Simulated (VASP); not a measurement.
## Cu6H: single point with PBE

System: Cu6H, a slab with vacuum.

```
Cu H
1.0
     5.13324    0.00000    0.00000
     0.00000    5.13324    0.00000
     0.00000    0.00000   21.52891
Cu H
12 2
Direct
  0.25000 0.25000 0.18580
  0.25000 0.75000 0.18580
  0.75000 0.25000 0.18580
  0.75000 0.75000 0.18580
  0.00000 0.00000 0.26776
  0.00000 0.50000 0.26776
  0.50000 0.00000 0.26776
  0.50000 0.50000 0.26776
  0.25000 0.25000 0.34971
  0.25000 0.75000 0.34971
  0.75000 0.25000 0.34971
  0.75000 0.75000 0.34971
  0.99188 0.00000 0.43007
  0.50812 0.00000 0.43007
```

| Item | Value |
| --- | --- |
| Program | VASP 6.6.1 |
| Task | single point |
| Functional | PBE |
| Potentials or basis | VASP PAW PBE potentials, release 64 (Cu, H) |
| Cutoff | 520 eV |
| k mesh | 5 × 5 × 1 |
| Occupations | gaussian, width 0.1 eV |
| Spin | no spin polarisation |

* Largest force: 1.560 eV/Å
* Band gap on the k mesh: zero (bands 67 and 68 overlap by 0.63 eV)

Forces in eV/Å, atoms in the order of the input:
```
Cu   0.000 -0.048 -0.022
Cu   0.000  0.048 -0.022
Cu   0.000 -0.049 -0.023
Cu   0.000  0.049 -0.023
Cu   0.001  0.000 -0.269
Cu  -0.008  0.000  0.084
Cu  -0.001  0.000 -0.269
Cu   0.008  0.000  0.084
Cu   0.000 -0.411  0.856
Cu   0.000  0.411  0.856
Cu   0.000 -0.470  0.934
Cu   0.000  0.470  0.934
H   -0.030  0.000 -1.560
H    0.030  0.000 -1.560
```

Levels at points of the mesh, in eV from the Fermi level:
```csv
k point,band 65,band 66,band 67,band 68,band 69,band 70
"(0.00, 0.00, 0.00)",-0.26,-0.20,-0.19,-0.06,-0.06,0.55
```

Wall time 14 min on 1 thread of Intel(R) Xeon(R) Platinum 8488C (Sapphire Rapids), on a shared host, peak memory 0.71 GiB.
